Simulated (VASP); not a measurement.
Here is a VASP 6.6.1 calculation.

Contents of INCAR:

```
SYSTEM = MgO
PREC = Accurate
ENCUT = 520
EDIFF = 1E-6
ISMEAR = 0
SIGMA = 0.05
LREAL = .FALSE.
LASPH = .TRUE.
NELM = 80
ALGO = Normal
ISIF = 2
LWAVE = .FALSE.
LCHARG = .TRUE.
GGA = PE
LELF = .TRUE.
LVHAR = .TRUE.
NBANDS = 16
```

KPOINTS

```
regular mesh
0
G
  9 9 6
  0 0 0
```

Contents of POSCAR:

```
MgO
1.0
    3.3706506669      0.0000000000      0.0000000000
   -1.6853253335      2.9190691049      0.0000000000
    0.0000000000      0.0000000000      5.2070772651
Mg O
2 2
Direct
    0.3363138326      0.6726276651      0.0063188067
    0.6696471659      0.3392943318      0.5063188067
    0.3288054857      0.6576109715      0.3982811933
    0.6621388191      0.3242776382      0.8982811933
```

Potentials or basis: VASP PAW PBE potentials, release 64 (Mg, O).

Run with:

```console
$ cat potpaw_PBE.64/Mg/POTCAR potpaw_PBE.64/O/POTCAR > POTCAR
$ mpirun -np 1 vasp_std > vasp.out
```

Problem. Predict the largest force.

Solution. 0.362 eV/Å.

Problem. What does it give for the band gap on the k mesh?

Solution. 3.13 eV.

Problem. Estimate the pressure.

Solution. -5.5 GPa.

Stress tensor (GPa, compression positive):
```
-5.73  0.00  0.00
 0.00 -5.59 -0.74
 0.00 -0.74 -5.21
```

Caveat: the cell differs from its parent crystal (atoms displaced along a vibrational mode, the cell strained); the cell stands under tension; an odd mesh through Γ misses points on the zone boundary, where band edges can lie.
